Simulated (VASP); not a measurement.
# Ti (Fm-3m) in VASP: relaxation of volume and atoms at fixed shape with PBEsol

Aim: the relaxation of volume and atoms at fixed shape of Ti with PBEsol.

Program: VASP 6.6.1. These are calculated values, not measurements. Logs are shortened: lines on timing, memory, paths and dates and some standing lists are left out, and cuts for length are marked.

### Step 1. The cell of the first run

Symmetry: Fm-3m, No. 225, cubic system. The conventional cell has a = 4.130 Å, b = 4.130 Å, c = 4.130 Å, α = 90.00°, β = 90.00°, γ = 90.00°. Within 3.8 Å of Ti (site symmetry m-3m) lie 12 Ti at 2.92 Å.

This isn't the form of Ti at room conditions, which is hcp.

### Step 2. Relaxation of volume and atoms at fixed shape, PBEsol

The input, INCAR:

```
  ALGO = Normal
  EDIFF = 1E-6
  EDIFFG = -0.03
  ENCUT = 600
  GGA = PS
  IBRION = 2
  ISIF = 8
  ISMEAR = 1
  LASPH = T
  LCHARG = F
  LREAL = F
  LWAVE = F
  NELM = 100
  NSW = 60
  PREC = Accurate
  SIGMA = 0.05
```

The input, KPOINTS:

```
k-points
0
Gamma
  10 10 10
```

The input, POSCAR:

```
Ti
1.0
    4.1300000000      0.0000000000      0.0000000000
    0.0000000000      4.1300000000      0.0000000000
    0.0000000000      0.0000000000      4.1300000000
Ti
4
Direct
    0.0000000000      0.0000000000      0.0000000000
    0.0000000000      0.5000000000      0.5000000000
    0.5000000000      0.0000000000      0.5000000000
    0.5000000000      0.5000000000      0.0000000000
```

Potentials or basis: VASP PAW PBE potentials, release 64 (Ti_sv).

The run is started by

```console
$ cat potpaw_PBE.64/Ti_sv/POTCAR > POTCAR
$ mpirun -np 1 vasp_std > vasp.out
```

OUTCAR:

```text
EDIFF = 1E-6
   EDIFFG = -0.03
   ENCUT = 600
   GGA = PS
   IBRION = 2
   ISIF = 8
   ISMEAR = 1
   LASPH = T
   LREAL = F
   NELM = 100
   NSW = 60
   PREC = Accurate

 ion  position               nearest neighbor table
   1  0.000  0.000  0.000-   2 2.92   3 2.92   4 2.92   2 2.92   3 2.92   2 2.92   4 2.92   2 2.92
                             3 2.92   4 2.92   3 2.92   4 2.92
   2  0.000  0.500  0.500-   1 2.92   3 2.92   4 2.92   1 2.92   4 2.92   1 2.92   3 2.92   1 2.92
                             3 2.92   4 2.92   4 2.92   3 2.92
   3  0.500  0.000  0.500-   1 2.92   2 2.92   4 2.92   1 2.92   4 2.92   2 2.92   4 2.92   4 2.92
                             1 2.92   2 2.92   1 2.92   2 2.92
   4  0.500  0.500  0.000-   1 2.92   2 2.92   3 2.92   2 2.92   3 2.92   1 2.92   3 2.92   3 2.92
                             1 2.92   2 2.92   2 2.92   1 2.92

  LATTYP: Found a simple cubic cell.
 ALAT       =     4.1300000000

  Lattice vectors:

 A1 = (   4.1300000000,   0.0000000000,   0.0000000000)
 A2 = (   0.0000000000,   4.1300000000,   0.0000000000)
 A3 = (   0.0000000000,   0.0000000000,   4.1300000000)

Analysis of symmetry for initial positions (statically):
=====================================================================
 Subroutine PRICEL returns following result:

  LATTYP: Found a face centered cubic cell.
 ALAT       =     4.1300000000

  Lattice vectors:

 A1 = (   2.0650000000,  -2.0650000000,   0.0000000000)
 A2 = (   2.0650000000,   0.0000000000,   2.0650000000)
 A3 = (   0.0000000000,  -2.0650000000,   2.0650000000)

   4 primitive cells build up your supercell.

 Routine SETGRP: Setting up the symmetry group for a
 simple cubic supercell.

 Subroutine GETGRP returns: Found 48 space group operations
 (whereof 48 operations were pure point group operations)
 out of a pool of 48 trial point group operations.

The static configuration has the point symmetry O_h .

Analysis of symmetry for dynamics (positions and initial velocities):
=====================================================================
 Subroutine PRICEL returns following result:

  LATTYP: Found a face centered cubic cell.
 ALAT       =     4.1300000000

  Lattice vectors:

 A1 = (   2.0650000000,  -2.0650000000,   0.0000000000)
 A2 = (   2.0650000000,   0.0000000000,   2.0650000000)
 A3 = (   0.0000000000,  -2.0650000000,   2.0650000000)

   4 primitive cells build up your supercell.
[... 112 lines left out ...]
   ISIF   =      8    stress and relaxation
   ISYM   =      2    0-nonsym 1-usesym 2-fastsym
   POTIM  = 0.5000    time-step for ionic-motion
   TEBEG  =    0.0;   TEEND  =   0.0 temperature during run
   PSTRESS=    0.0 pullay stress
   NELECT =      48.0000    total number of electrons
   NUPDOWN=      -1.0000    fix difference up-down
   EMIN   =  10.00;   EMAX   =-10.00  energy-range for DOS
   EFERMI =   0.00;   METHOD = LEGACY
   ISMEAR =     1;   SIGMA  =   0.05  broadening in eV -4-tet -1-fermi 0-gaus
   EFERMI_NEDOS =   21; number of points for ismear=-14 and -15
   IALGO  =     38    algorithm
   IMIX   =      4    mixing-type and parameters
     AMIX     =   0.40;   BMIX     =  1.00
     AMIX_MAG =   1.60;   BMIX_MAG =  1.00
  volume/ion in A,a.u.               =      17.61       118.85
  Fermi-wavevector in a.u.,A,eV,Ry     =   1.440584  2.722309 28.235921  2.075282
  Thomas-Fermi vector in A             =   2.559312
   LORBIT       =      0    0 simple, 1 ext, 2 COOP (PROOUT), +10 PAW based schemes
   GGA     = PS    functional components
   LHFCALC =     F    Hartree Fock is set to
   AEXX    =    0.0000 exact exchange contribution
   IVDW    =     0    specifies the selected vdW correction
   LEPSILON=     F    determine dielectric tensor
   LRPA    =     F    only Hartree local field effects (RPA)
 conjugate gradient relaxation of ions
 non-spin polarized calculation
 Methfessel and Paxton  Order N= 1 SIGMA  =   0.05
  energy-cutoff  :      600.00
  volume of cell :       70.44
 maximum number of plane-waves:      2379
 NGX is ok and might be reduce to    36
   NGX = 17   NGY = 17   NGZ = 17

--------------------------------------- Ionic step        1  -------------------------------------------

 number of electron      48.0000009 magnetization

 Free energy of the ion-electron system (eV)
  ---------------------------------------------------
  ext. energy  EPLUGINS =         0.00000000
  ---------------------------------------------------
  free energy    TOTEN  =       -33.06088832 eV

  energy without entropy =      -33.06058836  energy(sigma->0) =      -33.06078833

------------------------ aborting loop because EDIFF is reached ----------------------------------------

  FORCE on cell =-STRESS in cart. coord.  units (eV):
  Direction    XX          YY          ZZ          XY          YZ          ZX
  --------------------------------------------------------------------------------------
  -------------------------------------------------------------------------------------
  Total       -2.6541993     -2.6541993     -2.6541993      0.0000000     -0.0000000     -0.0000000
  in kB      -60.3662175    -60.3662175    -60.3662175      0.0000000     -0.0000000     -0.0000000
  external PRESSURE =     -60.3662175 kB  Pullay stress =       0.0000000 kB
[... 63 lines left out ...]
--------------------------------------- Ionic step        3  -------------------------------------------

 number of electron      48.0000009 magnetization

 Free energy of the ion-electron system (eV)
  ---------------------------------------------------
  ext. energy  EPLUGINS =         0.00000000
  ---------------------------------------------------
  free energy    TOTEN  =       -33.14028721 eV

  energy without entropy =      -33.14147844  energy(sigma->0) =      -33.14068429

 E-fermi :   8.6004     XC(G=0): -11.8505

 val. band max:        8.5697907399   @ k =   0.3000   0.3000   0.0000
 cond. band min:       8.6059257260   @ k =   0.4000   0.3000   0.0000
 fundamental gap:      0.0361349861
 Fermi energy:         8.6003605000

 k-point     1 :       0.0000    0.0000    0.0000
  band No.  band energies     occupation
      1     -47.8213      2.00000
      2     -47.6233      2.00000
      3     -47.6233      2.00000
      4     -47.6233      2.00000
      5     -24.4494      2.00000
      6     -24.4494      2.00000
[... 733 lines left out ...]
     27       9.6122      0.00000
     28       9.8526      0.00000

 [... further k-points ...]

------------------------ aborting loop because EDIFF is reached ----------------------------------------

  FORCE on cell =-STRESS in cart. coord.  units (eV):
  Direction    XX          YY          ZZ          XY          YZ          ZX
  --------------------------------------------------------------------------------------
  -------------------------------------------------------------------------------------
  Total       -0.0126572     -0.0126572     -0.0126572      0.0000000      0.0000000      0.0000000
  in kB       -0.3052613     -0.3052613     -0.3052613      0.0000000      0.0000000      0.0000000
  external PRESSURE =      -0.3052613 kB  Pullay stress =       0.0000000 kB
[... 19 lines left out ...]
  FREE ENERGIE OF THE ION-ELECTRON SYSTEM (eV)
  ---------------------------------------------------
  free  energy   TOTEN  =       -33.1402872091 eV

  energy  without entropy=      -33.1414784397  energy(sigma->0) =      -33.14068429

 reached required accuracy - stopping structural energy minimisation
```

CONTCAR:

```text
Ti
   1.00000000000000
     4.0500309593324522    0.0000000000000000    0.0000000000000000
     0.0000000000000000    4.0500309593324522    0.0000000000000000
     0.0000000000000000    0.0000000000000000    4.0500309593324522
  Ti
     4
Direct
     0.0000000000000000    0.0000000000000000    0.0000000000000000
     0.0000000000000000    0.5000000000000000    0.5000000000000000
     0.5000000000000000    0.0000000000000000    0.5000000000000000
     0.5000000000000000    0.5000000000000000    0.0000000000000000

  0.00000000E+00  0.00000000E+00  0.00000000E+00
  0.00000000E+00  0.00000000E+00  0.00000000E+00
  0.00000000E+00  0.00000000E+00  0.00000000E+00
  0.00000000E+00  0.00000000E+00  0.00000000E+00
```

It took 3.2 min on 1 thread of AMD EPYC 9R45 (Zen 5), shared host; peak memory 0.24 GiB.

What came out:

| Item | Value |
| --- | --- |
| Free energy | -33.1403 eV |
| Relaxed volume | 16.61 Å³/atom |
| Relaxed cell | a = 4.050 Å, b = 4.050 Å, c = 4.050 Å, α = 90.00°, β = 90.00°, γ = 90.00° |
| Space group after relaxing (to 0.1 Å) | Fm-3m (No. 225) |
| Energy gained by relaxing | 19.8 meV/atom |
| Ionic steps | 3 |
| Pressure after relaxing | 0.0 GPa |

The path:
```tsv
step	energy change (eV)	largest force (eV/Å)	pressure (GPa)	volume (Å³)
1	0.0000	0.0000	-6.04	70.44
2	-0.0428	0.0000	4.80	63.89
3	-0.0794	0.0000	-0.03	66.43
```

Final structure:
```xyz
4
Lattice="4.0500 0.0000 0.0000 0.0000 4.0500 0.0000 0.0000 0.0000 4.0500" Properties=species:S:1:pos:R:3 pbc="T T T"
Ti    0.0000    0.0000    0.0000
Ti    0.0000    2.0250    2.0250
Ti    2.0250    0.0000    2.0250
Ti    2.0250    2.0250    0.0000
```

Caveat: the highest band is partly filled, so the run has too few bands; the PAW data sets were made with another functional, which shifts forces and pressure a little.
